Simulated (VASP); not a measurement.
A run of VASP 6.6.1 is set up as follows.

The input INCAR:

```
SYSTEM = Cs2AgBiBr6
ALGO = Normal
EDIFF = 1E-7
ENCUT = 520
GGA = PS
ISIF = 2
ISMEAR = -1
LASPH = .True.
LCHARG = .True.
LELF = .True.
LREAL = .False.
LVHAR = .True.
LWAVE = .False.
NBANDS = 54
NELM = 80
PREC = Accurate
SIGMA = 0.05
```

Contents of KPOINTS:

```
k-points
0
Gamma
  4 4 4
  0 0 0
```

POSCAR

```
Cs2AgBiBr6
1.0
    0.0000000000      5.5936882322      5.5936882322
    5.5936882322      0.0000000000      5.5936882322
    5.5936882322      5.5936882322      0.0000000000
Bi Cs Ag Br
1 2 1 6
Direct
    0.0000000000      0.0000000000      0.0000000000
    0.7500000000      0.7500000000      0.7500000000
    0.2500000000      0.2500000000      0.2500000000
    0.5000000000      0.5000000000      0.5000000000
    0.7460856946      0.7460856946      0.2539143054
    0.2539143054      0.2539143054      0.7460856946
    0.7460856946      0.2539143054      0.2539143054
    0.7460856946      0.2539143054      0.7460856946
    0.2539143054      0.7460856946      0.7460856946
    0.2539143054      0.7460856946      0.2539143054
```

Potentials or basis: VASP PAW PBE potentials, release 64 (Bi_d, Cs_sv, Ag, Br).

Command:

```sh
$ cat potpaw_PBE.64/Bi_d/POTCAR potpaw_PBE.64/Cs_sv/POTCAR potpaw_PBE.64/Ag/POTCAR potpaw_PBE.64/Br/POTCAR > POTCAR
$ mpirun -np 1 vasp_std > vasp.out
```

Question: Predict the largest force.

Answer: 0.006 eV/Å.

Question: What does it give for the pressure?

Answer: 0.0 GPa.

Question: What does it give for the band gap on the k mesh?

Answer: 1.10 eV, indirect (least direct gap 2.33 eV).

Forces in eV/Å, atoms in the order of the input:
```
Bi   0.000  0.000  0.000
Cs   0.000  0.000  0.000
Cs   0.000  0.000  0.000
Ag   0.000  0.000  0.000
Br   0.000  0.000 -0.006
Br   0.000  0.000  0.006
Br   0.006  0.000  0.000
Br   0.000 -0.006  0.000
Br  -0.006  0.000  0.000
Br   0.000  0.006  0.000
```

Caveat: the PAW data sets were made with another functional, which shifts forces and pressure a little; spin-orbit coupling is left out, which moves the levels of the heavy elements. A k mesh can miss the band edges.
